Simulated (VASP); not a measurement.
A run of VASP 6.6.1 is set up as follows.

Contents of INCAR:

```
  ALGO = Normal
  EDIFF = 1E-7
  ENCUT = 520
  GGA = PS
  ISIF = 2
  ISMEAR = 0
  LASPH = True
  LCHARG = False
  LREAL = False
  LWAVE = False
  NBANDS = 18
  NELM = 80
  PREC = Accurate
  SIGMA = 0.15
```

The input KPOINTS:

```
k-points
0
Gamma
  9 9 9
```

POSCAR

```
PIr2
1.0
    0.0000000000      2.6520508909      2.6520508909
    2.6520508909      0.0000000000      2.6520508909
    2.6520508909      2.6520508909      0.0000000000
P Ir
1 2
Direct
    0.0000000000      0.0000000000      0.0000000000
    0.2500000000      0.2500000000      0.2500000000
    0.7500000000      0.7500000000      0.7500000000
```

Potentials or basis: VASP PAW PBE potentials, release 64 (P, Ir).

Command:

```bash
$ cat potpaw_PBE.64/P/POTCAR potpaw_PBE.64/Ir/POTCAR > POTCAR
$ mpirun -np 1 vasp_std > vasp.out
```

Question: Predict the pressure.

Answer: 55.1 GPa.

Caveat: the PAW data sets were made with another functional, which shifts forces and pressure a little.
